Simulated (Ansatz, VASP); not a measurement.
# One calculation of BeZnSe2, two programs

```
Be Zn Se
1.0
     3.73950    0.00000    0.00000
     0.00000    3.73950    0.00000
     0.00000    0.00000   14.80136
Be Zn Se
2 2 4
Direct
  0.00000 0.50000 0.55442
  0.50000 0.00000 0.44558
  0.00000 0.00000 0.00000
  0.50000 0.50000 0.00000
  0.00000 0.50000 0.11061
  0.50000 0.00000 0.88939
  0.00000 0.50000 0.40929
  0.50000 0.00000 0.59071
```

Change from the starting cell: species swapped into the ScFeC2 type (P4/nmm, No. 129).

Alike in both runs: functional PBE; k mesh 4 × 4 × 2; occupations gaussian, width 0.1 eV; no spin polarisation.

Ansatz relaxed the structure, and its values are those at the end. VASP's run is a single point on that final structure, the one shown.

|  | VASP | Ansatz |
| --- | --- | --- |
| version | VASP 6.6.1 | Ansatz 0.2.0 |
| potentials or method | VASP PAW PBE potentials, release 64 (Be, Zn, Se), cutoff 520 eV | scalar-relativistic, plane waves, PAW |
| valence electrons in the cell | 52 | 92 |

|  | VASP | Ansatz | Ansatz less VASP |
| --- | --- | --- | --- |
| gap on the k mesh at the Fermi level (eV) | 0.98 | 0.98 | -0.004 |
| least direct gap on the mesh (eV) | 1.46 | 1.45 | -0.006 |
| pressure (GPa) | 0.2 | 0.0 | -0.16 |
| rms of the force components (eV/Å) | 0.021 | 0.005 | -0.0160 |

With one functional, cell and mesh, what is left measures potentials, basis and numerics. VASP's potentials hold 52 valence electrons a cell and Ansatz's 92, so a difference there can come from the potentials and not from the codes.

The k mesh is coarse, so the values compare programs but aren't converged.
